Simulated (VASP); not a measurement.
# Zr2SiC2 (P1) in VASP: single point with PBE

Aim: the single point of Zr2SiC2 with PBE.

Program: VASP 6.6.1. These are calculated values, not measurements. Logs are shortened: lines on timing, memory, paths and dates and some standing lists are left out, and cuts for length are marked.

### Step 1. The cell of the first run

The typed cell holds 5 atoms: a = 3.786 Å, b = 3.948 Å, c = 6.286 Å, α = 107.83°, β = 91.25°, γ = 116.24°.

### Step 2. Single point, PBE

File INCAR:

```
PREC = Accurate
ENCUT = 520
EDIFF = 1E-7
ISMEAR = 0
SIGMA = 0.1
LREAL = F
LASPH = T
NELM = 100
ALGO = Normal
ISIF = 2
LWAVE = F
LCHARG = F
GGA = PE
NBANDS = 26
```

File KPOINTS:

```
Automatic mesh
0
Gamma
  6 6 4
```

File POSCAR:

```
Zr2SiC2
1.0
    3.7856094552      0.0000000000      0.0000000000
   -1.7456769985      3.5414371318      0.0000000000
   -0.1370567446     -2.2140237173      5.8819412601
Zr Si C
2 1 2
Direct
    0.2175170438      0.4438376600      0.1977524143
    0.7600703306      0.5596263752      0.8021786980
    0.0721698450      0.9897310877      0.4999594557
    0.0815686139      0.2104748210      0.8190288934
    0.8686741668      0.7963300561      0.1810805386
```

Potentials or basis: VASP PAW PBE potentials, release 64 (Zr_sv, Si, C).

Started as:

```console
$ cat potpaw_PBE.64/Zr_sv/POTCAR potpaw_PBE.64/Si/POTCAR potpaw_PBE.64/C/POTCAR > POTCAR
$ mpirun -np 1 vasp_std > vasp.out
```

OUTCAR:

```text
PREC = Accurate
   ENCUT = 520
   EDIFF = 1E-7
   ISMEAR = 0
   LREAL = F
   LASPH = T
   NELM = 100
   ISIF = 2
   GGA = PE

 ion  position               nearest neighbor table
   1  0.218  0.444  0.198-   4 2.23   5 2.26   5 2.27   5 2.32   3 2.67   3 2.90   3 3.13   2 3.24
                             2 3.26   2 3.27
   2  0.760  0.560  0.802-   4 2.23   5 2.23   4 2.27   4 2.34   3 2.73   3 2.86   3 3.15   1 3.24
                             1 3.26   1 3.27
   3  0.072  0.990  0.500-   5 1.92   4 1.92   1 2.67   2 2.73   2 2.86   1 2.90   1 3.13   2 3.15

   4  0.082  0.210  0.819-   3 1.92   2 2.23   1 2.23   2 2.27   2 2.34
   5  0.869  0.796  0.181-   3 1.92   2 2.23   1 2.26   1 2.27   1 2.32

  LATTYP: Found a triclinic cell.
 ALAT       =     4.0869427922
 B/A-ratio  =     0.9262692550
 C/A-ratio  =     1.5381492297
 COS(alpha) =     0.0218023537
 COS(beta)  =     0.3160694284
 COS(gamma) =     0.4991340864

  Lattice vectors:

 A1 = (   2.0399324567,   3.5414371318,   0.0000000000)
 A2 = (   3.7856094552,   0.0000000000,   0.0000000000)
 A3 = (   0.1370567446,   2.2140237173,  -5.8819412601)

Analysis of symmetry for initial positions (statically):
=====================================================================
 Subroutine PRICEL returns:
 Original cell was already a primitive cell.

 Routine SETGRP: Setting up the symmetry group for a
 triclinic supercell.

 Subroutine GETGRP returns: Found  1 space group operations
 (whereof  1 operations were pure point group operations)
 out of a pool of  2 trial point group operations.

The static configuration has the point symmetry C_1 .

Analysis of symmetry for dynamics (positions and initial velocities):
=====================================================================
 Subroutine PRICEL returns:
 Original cell was already a primitive cell.

 Routine SETGRP: Setting up the symmetry group for a
 triclinic supercell.

 Subroutine GETGRP returns: Found  1 space group operations
 (whereof  1 operations were pure point group operations)
 out of a pool of  2 trial point group operations.

The dynamic configuration has the point symmetry C_1 .

 Subroutine INISYM returns: Found  1 space group operations
 (whereof  1 operations are pure point group operations),
 and found     1 'primitive' translations

----------------------------------------------------------------------------------------

                                     Primitive cell

  volume of cell :      78.8562

  direct lattice vectors                    reciprocal lattice vectors
     3.785609455  0.000000000  0.000000000     0.264158258  0.130211261  0.055168095
    -1.745676999  3.541437132  0.000000000     0.000000000  0.282371242  0.106287465
    -0.137056745 -2.214023717  5.881941260     0.000000000  0.000000000  0.170011898

  length of vectors
     3.785609455  3.948311682  6.286327907     0.299629899  0.301712683  0.170011898

  position of ions in fractional coordinates (direct lattice)
     0.217517044  0.443837660  0.197752414
     0.760070331  0.559626375  0.802178698
     0.072169845  0.989731088  0.499959456
     0.081568614  0.210474821  0.819028893
     0.868674167  0.796330056  0.181080539

  ion indices of the primitive-cell ions
   primitive index   ion index
                 1           1
                 2           2
                 3           3
                 4           4
                 5           5

----------------------------------------------------------------------------------------

 KPOINTS: Automatic mesh

Automatic generation of k-mesh.
 Grid dimensions read from file:
 generate k-points for:    6    6    4

 Generating k-lattice:

  Cartesian coordinates                     Fractional coordinates (reciprocal lattice)
     0.044026376  0.021701877  0.009194682     0.166666667  0.000000000 -0.000000000
     0.000000000  0.047061874  0.017714578     0.000000000  0.166666667  0.000000000
     0.000000000  0.000000000  0.042502975     0.000000000  0.000000000  0.250000000

  Length of vectors
     0.049938317  0.050285447  0.042502975

  Shift w.r.t. Gamma in fractional coordinates (k-lattice)
     0.000000000  0.000000000  0.000000000

 Subroutine IBZKPT returns following result:
 ===========================================

 Found     76 irreducible k-points:

 Following reciprocal coordinates:
            Coordinates               Weight
  0.000000  0.000000  0.000000      1.000000
  0.166667 -0.000000 -0.000000      2.000000
  0.333333 -0.000000 -0.000000      2.000000
  0.500000 -0.000000  0.000000      1.000000
  0.000000  0.166667 -0.000000      2.000000
  0.166667  0.166667 -0.000000      2.000000
[... 16 lines left out ...]
  0.333333 -0.000000  0.250000      2.000000
  0.500000 -0.000000  0.250000      2.000000
 [... further k-points ...]
   k-points           NKPTS =     76   k-points in BZ     NKDIM =     76   number of bands    NBANDS=     26
   number of dos      NEDOS =    301   number of ions     NIONS =      5
   total plane-waves  NPLWV =  40320
   dimension x,y,z NGX =    28 NGY =   30 NGZ =   48
   dimension x,y,z NGXF=    56 NGYF=   60 NGZF=   96
   ions per type =               2   1   2
   NGX,Y,Z   is equivalent  to a cutoff of  12.30, 12.63, 12.69 a.u.
   NGXF,Y,Z  is equivalent  to a cutoff of  24.59, 25.26, 25.39 a.u.
 SYSTEM =  unknown system
   PREC   = accura    normal or accurate (medium, high low for compatibility)
   ISTART =      0    job   : 0-new  1-cont  2-samecut
   ICHARG =      2    charge: 1-file 2-atom 10-const
   ISPIN  =      1    spin polarized calculation?
   LNONCOLLINEAR =      F non collinear calculations
   LSORBIT =      F    spin-orbit coupling
   LASPH  =      T    aspherical Exc in radial PAW
   ENCUT  =  520.0 eV  38.22 Ry    6.18 a.u.   7.04  7.34 11.69*2*pi/ulx,y,z
   NELM   =    100;   NELMIN=  2; NELMDL= -5     # of ELM steps
   EDIFF  = 0.1E-06   stopping-criterion for ELM
   LREAL  =      F    real-space projection
   EDIFFG = 0.1E-05   stopping-criterion for IOM
   NSW    =      0    number of steps for IOM
   IBRION =     -1    ionic relax: 0-MD 1-quasi-New 2-CG
   NFREE  =      0    steps in history (QN), initial steepest desc. (CG)
   ISIF   =      2    stress and relaxation
   ISYM   =      2    0-nonsym 1-usesym 2-fastsym
   POTIM  = 0.5000    time-step for ionic-motion
   TEBEG  =    0.0;   TEEND  =   0.0 temperature during run
   PSTRESS=    0.0 pullay stress
   NELECT =      36.0000    total number of electrons
   NUPDOWN=      -1.0000    fix difference up-down
   EMIN   =  10.00;   EMAX   =-10.00  energy-range for DOS
   EFERMI =   0.00;   METHOD = LEGACY
   ISMEAR =     0;   SIGMA  =   0.10  broadening in eV -4-tet -1-fermi 0-gaus
   EFERMI_NEDOS =   21; number of points for ismear=-14 and -15
   IALGO  =     38    algorithm
   IMIX   =      4    mixing-type and parameters
     AMIX     =   0.40;   BMIX     =  1.00
     AMIX_MAG =   1.60;   BMIX_MAG =  1.00
  volume/ion in A,a.u.               =      15.77       106.43
  Fermi-wavevector in a.u.,A,eV,Ry     =   1.260560  2.382114 21.619827  1.589012
  Thomas-Fermi vector in A             =   2.394064
   LORBIT       =      0    0 simple, 1 ext, 2 COOP (PROOUT), +10 PAW based schemes
   GGA     = PE    functional components
   LHFCALC =     F    Hartree Fock is set to
   AEXX    =    0.0000 exact exchange contribution
   IVDW    =     0    specifies the selected vdW correction
   LEPSILON=     F    determine dielectric tensor
   LRPA    =     F    only Hartree local field effects (RPA)
 non-spin polarized calculation
 Gauss-broadening in eV      SIGMA  =   0.10
  energy-cutoff  :      520.00
  volume of cell :       78.86
 maximum number of plane-waves:      2140
   NGX = 15   NGY = 15   NGZ = 23

 number of electron      36.0000000 magnetization

 Free energy of the ion-electron system (eV)
  ---------------------------------------------------
  ext. energy  EPLUGINS =         0.00000000
  ---------------------------------------------------
  free energy    TOTEN  =       -42.37317233 eV

  energy without entropy =      -42.36823529  energy(sigma->0) =      -42.37070381

 E-fermi :   8.1350     XC(G=0): -10.8292

 val. band max:        8.1163109382   @ k =   0.3333   0.3333   0.5000
 cond. band min:       8.1604781789   @ k =   0.1667  -0.0000  -0.0000
 fundamental gap:      0.0441672406
 Fermi energy:         8.1349939112

 k-point     1 :       0.0000    0.0000    0.0000
  band No.  band energies     occupation
      1     -40.7834      2.00000
      2     -40.7157      2.00000
      3     -19.0492      2.00000
      4     -18.8975      2.00000
      5     -18.8891      2.00000
      6     -18.7821      2.00000
[... 18 lines left out ...]
     25      12.6573      0.00000
     26      13.4434      0.00000

 k-point     2 :       0.1667   -0.0000   -0.0000
  band No.  band energies     occupation
      1     -40.7772      2.00000
      2     -40.7173      2.00000
      3     -19.0439      2.00000
      4     -18.9513      2.00000
      5     -18.9114      2.00000
      6     -18.8006      2.00000
[... 18 lines left out ...]
     25      12.8490      0.00000
     26      13.1457      0.00000

 k-point     3 :       0.3333   -0.0000   -0.0000
  band No.  band energies     occupation
      1     -40.7626      2.00000
      2     -40.7226      2.00000
      3     -19.0700      2.00000
      4     -19.0474      2.00000
      5     -18.9404      2.00000
      6     -18.8086      2.00000
[... 18 lines left out ...]
     25      12.6374      0.00000
     26      12.9441      0.00000

 k-point     4 :       0.5000   -0.0000    0.0000
  band No.  band energies     occupation
      1     -40.7525      2.00000
      2     -40.7280      2.00000
      3     -19.1109      2.00000
      4     -19.0795      2.00000
      5     -18.9524      2.00000
      6     -18.7852      2.00000
[... 18 lines left out ...]
     25      12.2203      0.00000
     26      12.5874      0.00000
[... 496 lines left out ...]
      1     -40.7760      2.00000
      2     -40.7185      2.00000
      3     -19.0284      2.00000
      4     -18.9554      2.00000
      5     -18.9098      2.00000
      6     -18.7974      2.00000
[... 18 lines left out ...]
     25      12.8901      0.00000
     26      13.4525      0.00000

 k-point    23 :       0.3333   -0.0000    0.2500
  band No.  band energies     occupation
      1     -40.7618      2.00000
      2     -40.7234      2.00000
      3     -19.0798      2.00000
      4     -19.0490      2.00000
      5     -18.9404      2.00000
      6     -18.7952      2.00000
[... 18 lines left out ...]
     25      12.2798      0.00000
     26      12.8513      0.00000

 k-point    24 :       0.5000   -0.0000    0.2500
  band No.  band energies     occupation
      1     -40.7529      2.00000
      2     -40.7277      2.00000
      3     -19.1215      2.00000
      4     -19.0893      2.00000
      5     -18.9549      2.00000
      6     -18.7799      2.00000
[... 18 lines left out ...]
     25      12.2246      0.00000
     26      12.4913      0.00000

 [... further k-points ...]
[... 5 lines left out ...]
  --------------------------------------------------------------------------------------
  -------------------------------------------------------------------------------------
  Total        0.9613059     -0.1212782     -2.0040424     -0.4528794      0.5470504     -0.1658253
  in kB       19.5315252     -2.4640945    -40.7175337     -9.2014681     11.1148067     -3.3691878
  external PRESSURE =      -7.8833676 kB  Pullay stress =       0.0000000 kB

 VOLUME and BASIS-vectors are now :
 -----------------------------------------------------------------------------
  energy-cutoff  :      520.00
  volume of cell :       78.86
      direct lattice vectors                 reciprocal lattice vectors
     3.785609455  0.000000000  0.000000000     0.264158258  0.130211261  0.055168095
    -1.745676999  3.541437132  0.000000000     0.000000000  0.282371242  0.106287465
    -0.137056745 -2.214023717  5.881941260     0.000000000  0.000000000  0.170011898

 POSITION                                       TOTAL-FORCE (eV/Angst)
 -----------------------------------------------------------------------------------
      0.02153      1.13399      1.16317         0.269614     -0.065726      0.012111
      1.79046      0.20584      4.71837        -0.091115     -0.051558     -0.069759
     -1.52307      2.39815      2.94073        -0.279539      0.084822      0.142192
     -0.17089     -1.06797      4.81748         0.114346      0.169615     -0.305185
      1.87351      2.41924      1.06511        -0.013305     -0.137153      0.220641
 -----------------------------------------------------------------------------------
    total drift:                               -0.000102      0.000006      0.000088

  FREE ENERGIE OF THE ION-ELECTRON SYSTEM (eV)
  ---------------------------------------------------
  free  energy   TOTEN  =       -42.3731723325 eV

  energy  without entropy=      -42.3682352907  energy(sigma->0) =      -42.37070381
```

It took 1.8 min on 1 thread of AMD EPYC 7R13 (Zen 3), shared host; peak memory 0.26 GiB.

Results:

| Property | Result |
| --- | --- |
| Free energy | -42.3732 eV |
| Pressure | -0.8 GPa |
| Largest force | 0.367 eV/Å |
| Band gap on the k mesh | zero (band 18 reaches 8.61 eV, above the bottom of band 19 at 8.08 eV) |

Forces on the atoms (eV/Å):
```
Zr   0.270 -0.066  0.012
Zr  -0.091 -0.052 -0.070
Si  -0.280  0.085  0.142
C    0.114  0.170 -0.305
C   -0.013 -0.137  0.221
```

Levels at points of the mesh, in eV from the Fermi level:
| k point | band 16 | band 17 | band 18 | band 19 | band 20 | band 21 |
| --- | --- | --- | --- | --- | --- | --- |
| (0.00, 0.00, 0.00) | -3.08 | -2.34 | 0.48 | 0.58 | 1.74 | 1.89 |
| (0.50, 0.00, 0.00) | -2.60 | -2.25 | -0.54 | 0.45 | 0.87 | 1.63 |
| (0.00, 0.50, 0.00) | -1.86 | -1.32 | -1.03 | 0.41 | 1.87 | 1.93 |
| (0.50, 0.50, 0.00) | -2.57 | -2.27 | -0.49 | 0.40 | 0.76 | 1.48 |
| (0.00, 0.00, 0.50) | -3.41 | -0.71 | -0.28 | 1.01 | 1.49 | 1.79 |
| (0.50, 0.00, 0.50) | -2.05 | -1.66 | -0.90 | 0.85 | 1.53 | 2.56 |
| (0.00, 0.50, 0.50) | -2.34 | -2.15 | -0.74 | 0.67 | 0.89 | 1.57 |
| (0.50, 0.50, 0.50) | -2.02 | -1.80 | -0.74 | 0.88 | 1.26 | 2.53 |
